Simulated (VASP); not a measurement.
Set up this calculation in VASP 6.6.1, as the native input.

| Quantity | Value |
| --- | --- |
| Task | single point |
| Functional | PBE |
| Dispersion | D3(BJ) |
| Potentials or basis | VASP PAW PBE potentials, release 64 (W_sv, C) |
| Cutoff | 520 eV |
| k mesh | 2 × 2 × 1 |
| Occupations | fermi-dirac, width 0.05 eV |
| Spin | no spin polarisation |
| Dipole correction | no |
| Further INCAR settings | LREAL = Auto; ALGO = Normal; EDIFF = 1e-07; NBANDS = 86 |

The structure of WC lies in POSCAR:

```
WC
1.0
    5.8116600000      0.0000000000      0.0000000000
   -2.9058300000      5.0330450000      0.0000000000
    0.0000000000      0.0000000000     15.2564750000
W C
8 8
Direct
    0.0000000000      0.0000000000      0.0655459403
   -0.0084283096     -0.0133120209      0.2590310016
    0.0000003458      0.4999955295      0.0655459403
   -0.0167164142      0.4829084580      0.2580019303
    0.4999948380      0.0000000000      0.0655459403
    0.4875730246     -0.0174447079      0.2526796000
    0.4999951838      0.4999955295      0.0655459403
    0.4873457337      0.4808222458      0.2530859848
    0.3197450766      0.1679897557      0.1487827300
    0.3140157203      0.1335771884      0.3272708801
    0.3404662547      0.6730518006      0.1511227200
    0.3338404905      0.6431096881      0.3257239959
    0.8381290291      0.1689434527      0.1566810158
    0.8070049900      0.1431737646      0.3299844820
    0.8527517832      0.6759526291      0.1519944810
    0.8082959571      0.6273736873      0.3365915128
```

The input as run:

INCAR

```
SYSTEM = WC
  PREC = Accurate
  ENCUT = 520
  EDIFF = 1E-7
  ISMEAR = -1
  SIGMA = 0.05
  LREAL = Auto
  LASPH = .TRUE.
  NELM = 80
  ALGO = Normal
  ISIF = 2
  LWAVE = .FALSE.
  LCHARG = .FALSE.
  GGA = PE
  IVDW = 12
  NBANDS = 86
```

KPOINTS

```
Automatic mesh
0
G
  2 2 1
  0 0 0
```

Potentials or basis: VASP PAW PBE potentials, release 64 (W_sv, C).

The run is started by

```bash
$ cat potpaw_PBE.64/W_sv/POTCAR potpaw_PBE.64/C/POTCAR > POTCAR
$ mpirun -np 1 vasp_std > vasp.out
```

Results of the run:

```
Largest force              : 1.749 eV/Å
Band gap on the k mesh     : zero (bands 72 and 73 overlap by 0.26 eV)
Dispersion energy per atom : -0.291 eV
```

Caveat: the k points lie up to 0.62 Å⁻¹ apart; the atoms stand as in a frame of molecular dynamics; spin-orbit coupling is left out, which moves the levels of the heavy elements.

It took 4.5 min on 1 thread of Intel(R) Xeon(R) 6975P-C (Granite Rapids), on a shared host, peak memory 0.59 GiB.
